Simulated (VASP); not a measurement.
A run of VASP 6.6.1 is set up as follows.

The input INCAR:

```
SYSTEM = Pt
PREC     = Accurate       ! precision mode
ENCUT    = 500            ! plane-wave cutoff, eV
EDIFF    = 1E-6           ! SCF threshold, eV
ISMEAR   = 0              ! smearing method
SIGMA    = 0.1            ! smearing width, eV
LREAL    = .FALSE.        ! projectors in reciprocal space
LASPH    = .TRUE.         ! aspherical terms in the spheres
NELM     = 120            ! most SCF steps
ALGO     = Normal         ! electronic algorithm
ISIF     = 2              ! what is computed and relaxed
LWAVE    = .FALSE.        ! write WAVECAR
LCHARG   = .FALSE.        ! write CHGCAR
GGA      = PE             ! functional
NBANDS   = 11             ! bands
GGA_COMPAT= .FALSE.
```

KPOINTS

```
Automatic mesh
0
G
  8 8 8
  0 0 0
```

Contents of POSCAR:

```
Pt
1.0
    0.0000000000      1.9609000000      1.9609000000
    1.9609000000      0.0000000000      1.9609000000
    1.9609000000      1.9609000000      0.0000000000
Pt
1
Direct
    0.0000000000      0.0000000000      0.0000000000
```

Potentials or basis: VASP PAW PBE potentials, release 64 (Pt).

Command:

```console
$ cat potpaw_PBE.64/Pt/POTCAR > POTCAR
$ mpirun -np 1 vasp_std > vasp.out
```

(1) Estimate the band gap on the k mesh.

(2) Predict the pressure.

## Answers

(1) zero (band 5 reaches 11.72 eV, above the bottom of band 6 at 9.50 eV).

(2) 8.9 GPa.

Caveat: spin-orbit coupling is left out, which moves the levels of the heavy elements.
